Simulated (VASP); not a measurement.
# Re (R-3m) in VASP: notebook

Re is run at these levels: PBEsol; tasks: single point.

Everything below comes from runs of VASP 6.6.1. Logs are shortened: lines on timing, memory, paths and dates and some standing lists are left out, and cuts for length are marked.

**1. The cell of the first run**

It takes space group R-3m (No. 166, trigonal). Conventional cell: a = 2.710 Å, b = 2.710 Å, c = 20.279 Å, α = 90.00°, β = 90.00°, γ = 120.00°. Within 3.5 Å of Re (site symmetry -3m) lie 12 Re at 2.68 to 2.71 Å. Within 3.5 Å of Re (site symmetry 3m) lie 12 Re at 2.68 to 2.86 Å.

**2. Single point, PBEsol (strained)**

Contents of INCAR:

```
PREC = Accurate
ENCUT = 520
EDIFF = 1E-6
ISMEAR = 0
SIGMA = 0.1
LREAL = F
LASPH = T
NELM = 100
ALGO = Normal
ISIF = 2
LWAVE = F
LCHARG = F
GGA = PS
NBANDS = 18
```

Contents of KPOINTS:

```
Automatic mesh
0
Gamma
  18 18 18
```

Contents of POSCAR:

```
Re
1.0
    1.3550268370      0.7823251091      6.7596993943
   -1.3550268370      0.7823251091      6.7596993943
    0.0000000000     -1.5646502182      6.7596993943
Re
3
Direct
    0.0000000000      0.0000000000      0.0000000000
    0.2258305945      0.2258305945      0.2258305945
    0.7741694055      0.7741694055      0.7741694055
```

Potentials or basis: VASP PAW PBE potentials, release 64 (Re).

Run with:

```bash
cat potpaw_PBE.64/Re/POTCAR > POTCAR
mpirun -np 1 vasp_std > vasp.out
```

OUTCAR:

```text
PREC = Accurate
   ENCUT = 520
   EDIFF = 1E-6
   ISMEAR = 0
   LREAL = F
   LASPH = T
   NELM = 100
   ISIF = 2
   GGA = PS

 ion  position               nearest neighbor table
   1  0.000  0.000  0.000-   3 2.68   2 2.68   3 2.68   3 2.68   2 2.68   2 2.68
   2  0.226  0.226  0.226-   1 2.68   1 2.68   1 2.68   3 2.86   3 2.86   3 2.86
   3  0.774  0.774  0.774-   1 2.68   1 2.68   1 2.68   2 2.86   2 2.86   2 2.86

  LATTYP: Found a trigonal (rhomboedric) cell.
 ALAT       =     6.9384195756
 COS(alpha) =     0.9237210561

  Lattice vectors:

 A1 = (   1.3550268370,   0.7823251091,   6.7596993943)
 A2 = (  -1.3550268370,   0.7823251091,   6.7596993943)
 A3 = (   0.0000000000,  -1.5646502182,   6.7596993943)

Analysis of symmetry for initial positions (statically):
=====================================================================
 Subroutine PRICEL returns:
 Original cell was already a primitive cell.

 Routine SETGRP: Setting up the symmetry group for a
 trigonal (rhombohedral) supercell.

 Subroutine GETGRP returns: Found 12 space group operations
 (whereof 12 operations were pure point group operations)
 out of a pool of 12 trial point group operations.

The static configuration has the point symmetry D_3d.

Analysis of symmetry for dynamics (positions and initial velocities):
=====================================================================
 Subroutine PRICEL returns:
 Original cell was already a primitive cell.

 Routine SETGRP: Setting up the symmetry group for a
 trigonal (rhombohedral) supercell.

 Subroutine GETGRP returns: Found 12 space group operations
 (whereof 12 operations were pure point group operations)
 out of a pool of 12 trial point group operations.

The dynamic configuration has the point symmetry D_3d.

 Subroutine INISYM returns: Found 12 space group operations
 (whereof 12 operations are pure point group operations),
 and found     1 'primitive' translations

----------------------------------------------------------------------------------------

                                     Primitive cell

  volume of cell :      42.9946

  direct lattice vectors                    reciprocal lattice vectors
     1.355026837  0.782325109  6.759699394     0.368996382  0.213040160  0.049311858
    -1.355026837  0.782325109  6.759699394    -0.368996382  0.213040160  0.049311858
     0.000000000 -1.564650218  6.759699394     0.000000000 -0.426080321  0.049311858

  length of vectors
     6.938419576  6.938419576  6.938419576     0.428924351  0.428924351  0.428924351

  position of ions in fractional coordinates (direct lattice)
     0.000000000  0.000000000  0.000000000
     0.225830595  0.225830595  0.225830595
     0.774169405  0.774169405  0.774169405

  ion indices of the primitive-cell ions
   primitive index   ion index
                 1           1
                 2           2
                 3           3

----------------------------------------------------------------------------------------

 KPOINTS: Automatic mesh

Automatic generation of k-mesh.
 Grid dimensions read from file:
 generate k-points for:   18   18   18

 Generating k-lattice:

  Cartesian coordinates                     Fractional coordinates (reciprocal lattice)
     0.020499799  0.011835564  0.002739548     0.055555556  0.000000000 -0.000000000
    -0.020499799  0.011835564  0.002739548     0.000000000  0.055555556 -0.000000000
     0.000000000 -0.023671129  0.002739548    -0.000000000 -0.000000000  0.055555556

  Length of vectors
     0.023829131  0.023829131  0.023829131

  Shift w.r.t. Gamma in fractional coordinates (k-lattice)
     0.000000000  0.000000000  0.000000000

 Subroutine IBZKPT returns following result:
 ===========================================

 Found    580 irreducible k-points:

 Following reciprocal coordinates:
            Coordinates               Weight
  0.000000  0.000000  0.000000      1.000000
  0.055556  0.000000  0.000000      6.000000
  0.111111  0.000000  0.000000      6.000000
  0.166667  0.000000 -0.000000      6.000000
  0.222222 -0.000000 -0.000000      6.000000
  0.277778  0.000000  0.000000      6.000000
[... 16 lines left out ...]
 -0.277778  0.055556  0.000000     12.000000
 -0.222222  0.055556  0.000000     12.000000
 [... further k-points ...]
   k-points           NKPTS =    580   k-points in BZ     NKDIM =    580   number of bands    NBANDS=     18
   number of dos      NEDOS =    301   number of ions     NIONS =      3
   total plane-waves  NPLWV = 157464
   dimension x,y,z NGX =    54 NGY =   54 NGZ =   54
   dimension x,y,z NGXF=   108 NGYF=  108 NGZF=  108
   ions per type =               3
   NGX,Y,Z   is equivalent  to a cutoff of  12.94, 12.94, 12.94 a.u.
   NGXF,Y,Z  is equivalent  to a cutoff of  25.88, 25.88, 25.88 a.u.
 SYSTEM =  unknown system
   PREC   = accura    normal or accurate (medium, high low for compatibility)
   ISTART =      0    job   : 0-new  1-cont  2-samecut
   ICHARG =      2    charge: 1-file 2-atom 10-const
   ISPIN  =      1    spin polarized calculation?
   LNONCOLLINEAR =      F non collinear calculations
   LSORBIT =      F    spin-orbit coupling
   LASPH  =      T    aspherical Exc in radial PAW
   ENCUT  =  520.0 eV  38.22 Ry    6.18 a.u.  12.90 12.90 12.90*2*pi/ulx,y,z
   NELM   =    100;   NELMIN=  2; NELMDL= -5     # of ELM steps
   EDIFF  = 0.1E-05   stopping-criterion for ELM
   LREAL  =      F    real-space projection
   EDIFFG = 0.1E-04   stopping-criterion for IOM
   NSW    =      0    number of steps for IOM
   IBRION =     -1    ionic relax: 0-MD 1-quasi-New 2-CG
   NFREE  =      0    steps in history (QN), initial steepest desc. (CG)
   ISIF   =      2    stress and relaxation
   ISYM   =      2    0-nonsym 1-usesym 2-fastsym
   POTIM  = 0.5000    time-step for ionic-motion
   TEBEG  =    0.0;   TEEND  =   0.0 temperature during run
   PSTRESS=    0.0 pullay stress
   NELECT =      21.0000    total number of electrons
   NUPDOWN=      -1.0000    fix difference up-down
   EMIN   =  10.00;   EMAX   =-10.00  energy-range for DOS
   EFERMI =   0.00;   METHOD = LEGACY
   ISMEAR =     0;   SIGMA  =   0.10  broadening in eV -4-tet -1-fermi 0-gaus
   EFERMI_NEDOS =   21; number of points for ismear=-14 and -15
   IALGO  =     38    algorithm
[... 20 lines left out ...]

 number of electron      21.0000000 magnetization

 Free energy of the ion-electron system (eV)
  ---------------------------------------------------
  ext. energy  EPLUGINS =         0.00000000
  ---------------------------------------------------
  free energy    TOTEN  =       -39.90153002 eV

  energy without entropy =      -39.88660943  energy(sigma->0) =      -39.89406972

 E-fermi :   8.2646     XC(G=0): -13.9571

 val. band max:        8.2638166718   @ k =  -0.2778   0.3333   0.2778
 cond. band min:       8.2659713549   @ k =  -0.2222  -0.4444   0.1111
 fundamental gap:      0.0021546832
 Fermi energy:         8.2646005247

 k-point     1 :       0.0000    0.0000    0.0000
  band No.  band energies     occupation
      1      -2.0384      2.00000
      2       0.9320      2.00000
      3       1.0182      2.00000
      4       5.6584      2.00000
      5       6.1292      2.00000
      6       6.1292      2.00000
[... 10 lines left out ...]
     17      11.6380      0.00000
     18      11.6380      0.00000

 k-point     2 :       0.0556    0.0000    0.0000
  band No.  band energies     occupation
      1      -1.9020      2.00000
      2       1.0591      2.00000
      3       1.1637      2.00000
      4       5.5486      2.00000
      5       5.9264      2.00000
      6       6.0896      2.00000
[... 10 lines left out ...]
     17      11.6382      0.00000
     18      11.7839      0.00000

 k-point     3 :       0.1111    0.0000    0.0000
  band No.  band energies     occupation
      1      -1.5060      2.00000
      2       1.4109      2.00000
      3       1.5813      2.00000
      4       5.0706      2.00000
      5       5.4415      2.00000
      6       5.7800      2.00000
[... 10 lines left out ...]
     17      11.6422      0.00000
     18      12.2553      0.00000

 k-point     4 :       0.1667    0.0000   -0.0000
  band No.  band energies     occupation
      1      -0.8922      2.00000
      2       1.8725      2.00000
      3       2.2021      2.00000
      4       4.4142      2.00000
      5       4.9281      2.00000
      6       5.3514      2.00000
[... 10 lines left out ...]
     17      11.6537      0.00000
     18      12.9741      0.00000

 k-point     5 :       0.2222   -0.0000   -0.0000
  band No.  band energies     occupation
      1      -0.1402      2.00000
      2       2.1887      2.00000
      3       2.8373      2.00000
      4       3.8266      2.00000
      5       4.4823      2.00000
      6       5.0241      2.00000
[... 10 lines left out ...]
     17      11.7330      0.00000
     18      13.7417      0.00000

 k-point     6 :       0.2778    0.0000    0.0000
  band No.  band energies     occupation
      1       0.6162      2.00000
      2       2.1365      2.00000
      3       3.0779      2.00000
      4       3.3958      2.00000
      5       4.1262      2.00000
      6       5.0681      2.00000
[... 10 lines left out ...]
     17      11.9409      0.00000
     18      14.4228      0.00000

 k-point     7 :       0.3333   -0.0000   -0.0000
  band No.  band energies     occupation
      1       1.1842      2.00000
      2       1.8818      2.00000
      3       2.8630      2.00000
      4       3.1056      2.00000
      5       3.8114      2.00000
      6       5.3865      2.00000
[... 10 lines left out ...]
     17      12.1064      0.00000
     18      14.9812      0.00000

 k-point     8 :       0.3889    0.0000    0.0000
  band No.  band energies     occupation
      1       1.3635      2.00000
      2       1.7330      2.00000
      3       2.5860      2.00000
      4       2.9011      2.00000
      5       3.5290      2.00000
      6       5.8204      2.00000
[... 10 lines left out ...]
     17      12.2678      0.00000
     18      15.4325      0.00000
[... 229 lines left out ...]
     17      14.1606      0.00000
     18      15.4984      0.00000

 k-point    20 :      -0.4444    0.0556    0.0000
  band No.  band energies     occupation
      1       1.3164      2.00000
      2       1.8722      2.00000
      3       2.4139      2.00000
      4       2.8518      2.00000
      5       3.2911      2.00000
      6       5.8458      2.00000
[... 10 lines left out ...]
     17      14.2647      0.00000
     18      15.2649      0.00000

 k-point    21 :      -0.3889    0.0556   -0.0000
  band No.  band energies     occupation
      1       1.4274      2.00000
      2       1.8606      2.00000
      3       2.5327      2.00000
      4       2.9130      2.00000
      5       3.4430      2.00000
      6       5.7936      2.00000
[... 10 lines left out ...]
     17      13.1748      0.00000
     18      15.5261      0.00000

 k-point    22 :      -0.3333    0.0556    0.0000
  band No.  band energies     occupation
      1       1.4539      2.00000
      2       1.8969      2.00000
      3       2.7535      2.00000
      4       3.0816      2.00000
      5       3.6629      2.00000
      6       5.4354      2.00000
[... 10 lines left out ...]
     17      12.6476      0.00000
     18      15.1250      0.00000

 k-point    23 :      -0.2778    0.0556    0.0000
  band No.  band energies     occupation
      1       1.0415      2.00000
      2       2.1565      2.00000
      3       3.0307      2.00000
      4       3.3230      2.00000
      5       3.9153      2.00000
      6       5.0932      2.00000
[... 10 lines left out ...]
     17      12.5578      0.00000
     18      14.5894      0.00000

 k-point    24 :      -0.2222    0.0556    0.0000
  band No.  band energies     occupation
      1       0.3342      2.00000
      2       2.3779      2.00000
      3       3.1066      2.00000
      4       3.6059      2.00000
      5       4.1938      2.00000
      6       4.8769      2.00000
[... 10 lines left out ...]
     17      12.4215      0.00000
     18      13.9663      0.00000

 [... further k-points ...]
[... 5 lines left out ...]
  --------------------------------------------------------------------------------------
  -------------------------------------------------------------------------------------
  Total        3.7859953      3.7859953     -0.1071172      0.0000000      0.0000000      0.0000000
  in kB      141.0837054    141.0837054     -3.9916814      0.0000000      0.0000000      0.0000000
  external PRESSURE =      92.7252431 kB  Pullay stress =       0.0000000 kB

 VOLUME and BASIS-vectors are now :
 -----------------------------------------------------------------------------
  energy-cutoff  :      520.00
  volume of cell :       42.99
      direct lattice vectors                 reciprocal lattice vectors
     1.355026837  0.782325109  6.759699394     0.368996382  0.213040160  0.049311858
    -1.355026837  0.782325109  6.759699394    -0.368996382  0.213040160  0.049311858
     0.000000000 -1.564650218  6.759699394     0.000000000 -0.426080321  0.049311858

 POSITION                                       TOTAL-FORCE (eV/Angst)
 -----------------------------------------------------------------------------------
      0.00000      0.00000      0.00000        -0.000000     -0.000000     -0.000000
      0.00000      0.00000      4.57964         0.000000      0.000000     -1.462105
      0.00000      0.00000     15.69946         0.000000     -0.000000      1.462105
 -----------------------------------------------------------------------------------
    total drift:                                0.000000     -0.000000      0.000000

  FREE ENERGIE OF THE ION-ELECTRON SYSTEM (eV)
  ---------------------------------------------------
  free  energy   TOTEN  =       -39.9015300151 eV

  energy  without entropy=      -39.8866094347  energy(sigma->0) =      -39.89406972
```

It took 51 min on 1 thread of Intel Xeon Platinum 8375C at 2.90GHz (Ice Lake), shared host; peak memory 0.64 GiB.

Results:

```
Free energy            : -39.9015 eV
Pressure               : 9.3 GPa
Largest force          : 1.462 eV/Å
Band gap on the k mesh : zero (an odd number of electrons rules out a gap without spin polarisation)
```

Forces in eV/Å, atoms in the order of the input:
```
Re   0.000  0.000  0.000
Re   0.000  0.000 -1.462
Re   0.000  0.000  1.462
```

Caveat: the cell differs from its parent crystal (strained); the stress differs along the axes, from -0 to 14 GPa; the PAW data sets were made with another functional, which shifts forces and pressure a little; spin-orbit coupling is left out, which moves the levels of the heavy elements.

**3. Single point, PBEsol (strained)**

Contents of INCAR:

```
ALGO     = Normal         # electronic algorithm
EDIFF    = 1E-6           # SCF threshold, eV
ENCUT    = 520            # plane-wave cutoff, eV
GGA      = PS             # functional
ISIF     = 2              # what is computed and relaxed
ISMEAR   = 0              # smearing method
LASPH    = T              # aspherical terms in the spheres
LCHARG   = F              # write CHGCAR
LREAL    = F              # projectors in reciprocal space
LWAVE    = F              # write WAVECAR
NBANDS   = 18             # bands
NELM     = 100            # most SCF steps
PREC     = Accurate       # precision mode
SIGMA    = 0.1            # smearing width, eV
```

Contents of KPOINTS:

```
k-points
0
Gamma
  18 18 18
```

Contents of POSCAR:

```
Re
1.0
    1.3998244294      0.8081890112      6.3736586101
   -1.3998244294      0.8081890112      6.3736586101
    0.0000000000     -1.6163780223      6.3736586101
Re
3
Direct
    0.0000000000      0.0000000000      0.0000000000
    0.2185171655      0.2185171655      0.2185171655
    0.7814828345      0.7814828345      0.7814828345
```

Potentials or basis: VASP PAW PBE potentials, release 64 (Re).

Run with:

```bash
cat potpaw_PBE.64/Re/POTCAR > POTCAR
mpirun -np 1 vasp_std > vasp.out
```

Run time: 37 min. Hardware: 1 thread of Intel Xeon Platinum 8375C at 2.90GHz (Ice Lake), shared host; peak memory 0.62 GiB.

The run converged. Its results:

```
Free energy            : -39.7625 eV
Pressure               : 7.6 GPa
Largest force          : 2.245 eV/Å
Band gap on the k mesh : zero (an odd number of electrons rules out a gap without spin polarisation)
```

Forces on the atoms (eV/Å):
```
Re   0.000  0.000  0.000
Re   0.000  0.000  2.245
Re   0.000  0.000 -2.245
```

Stress tensor (GPa, compression positive):
```
-2.18  0.00  0.00
 0.00 -2.18  0.00
 0.00  0.00 27.18
```

Levels at points of the mesh, in eV from the Fermi level:
```csv
k point,band 8,band 9,band 10,band 11,band 12,band 13,band 14,band 15
"(0.00, 0.00, 0.00)",-1.79,-1.39,-1.14,-1.14,-0.35,0.13,0.13,3.03
"(0.50, 0.00, 0.00)",-1.71,0.21,1.47,1.83,2.29,3.50,4.01,4.21
"(0.50, 0.50, 0.00)",-1.16,-1.05,-0.44,1.76,3.57,3.67,4.21,4.25
"(0.50, 0.50, 0.50)",-1.77,-1.60,-1.60,-1.39,1.02,1.02,1.46,1.71
```

Caveat: the cell differs from its parent crystal (strained); the stress differs along the axes, from -2 to 27 GPa; the PAW data sets were made with another functional, which shifts forces and pressure a little; spin-orbit coupling is left out, which moves the levels of the heavy elements.

**4. Single point, PBEsol (strained)**

Contents of INCAR:

```
PREC = Accurate ; ENCUT = 520
EDIFF = 1E-7 ; ISMEAR = 0
SIGMA = 0.1 ; LREAL = False
LASPH = True ; NELM = 100
ALGO = Normal ; ISIF = 2
LWAVE = False ; LCHARG = False
GGA = PS ; NBANDS = 18
```

Contents of KPOINTS:

```
regular mesh
0
Gamma
  18 18 18
```

Contents of POSCAR:

```
Re
1.0
    1.4242645123      0.8222994996      6.4919560290
   -1.4242645123      0.8222994996      6.4919560290
    0.0000000000     -1.6445989992      6.4919560290
Re
3
Direct
    0.0000000000      0.0000000000      0.0000000000
    0.2203455227      0.2203455227      0.2203455227
    0.7796544773      0.7796544773      0.7796544773
```

Run with:

```bash
cat potpaw_PBE.64/Re/POTCAR > POTCAR
mpirun -np 1 vasp_std > vasp.out
```

It took 48 min on 1 thread of Intel Xeon Platinum 8375C at 2.90GHz (Ice Lake), shared host; peak memory 0.63 GiB.

Results (log left out):

```
Free energy            : -39.8200 eV
Pressure               : -14.0 GPa
Largest force          : 0.869 eV/Å
Band gap on the k mesh : zero (an odd number of electrons rules out a gap without spin polarisation)
```

Forces in eV/Å, atoms in the order of the input:
```
Re   0.000  0.000  0.000
Re   0.000  0.000  0.869
Re   0.000  0.000 -0.869
```

Stress tensor (GPa, compression positive):
```
-21.54   0.00   0.00
  0.00 -21.54   0.00
  0.00   0.00   1.19
```

Levels at points of the mesh, in eV from the Fermi level:
```tsv
k point	band 8	band 9	band 10	band 11	band 12	band 13
(0.00, 0.00, 0.00)	-1.58	-1.28	-1.14	-1.14	-0.67	0.21
(0.50, 0.00, 0.00)	-1.61	0.09	1.52	1.68	1.98	3.25
(0.50, 0.50, 0.00)	-1.12	-1.07	-0.47	1.50	3.34	3.37
(0.50, 0.50, 0.50)	-1.58	-1.47	-1.45	-1.45	0.90	0.90
```

Caveat: the cell differs from its parent crystal (strained); the stress differs along the axes, from -22 to 1 GPa; the PAW data sets were made with another functional, which shifts forces and pressure a little; spin-orbit coupling is left out, which moves the levels of the heavy elements.

**5. Summary**

```csv
cell,gap on the mesh (eV),pressure (GPa),largest force (eV/Å)
"a = 6.938 Å, angles 22.5°, 3 atoms, atomic positions A",none,9.3,1.46
"a = 6.575 Å, angles 24.6°, 3 atoms, atomic positions B",none,7.6,2.24
"a = 6.697 Å, angles 24.6°, 3 atoms, atomic positions C",none,-14.0,0.87
```

Alike in all rows: task single point; level PBEsol; potentials or basis VASP PAW PBE potentials, release 64 (Re); no spin polarisation; k mesh 18 × 18 × 18; cutoff (eV) 520; smearing gaussian 0.1 eV.

Caveats: the PAW data sets were made with another functional, which shifts forces and pressure a little; spin-orbit coupling is left out, which moves the levels of the heavy elements; the stress differs along the axes, from -0 to 14 GPa (at least some runs); the stress differs along the axes, from -2 to 27 GPa (at least some runs); the stress differs along the axes, from -22 to 1 GPa (at least some runs).

Absolute energies hang on the potentials; compare differences alone.
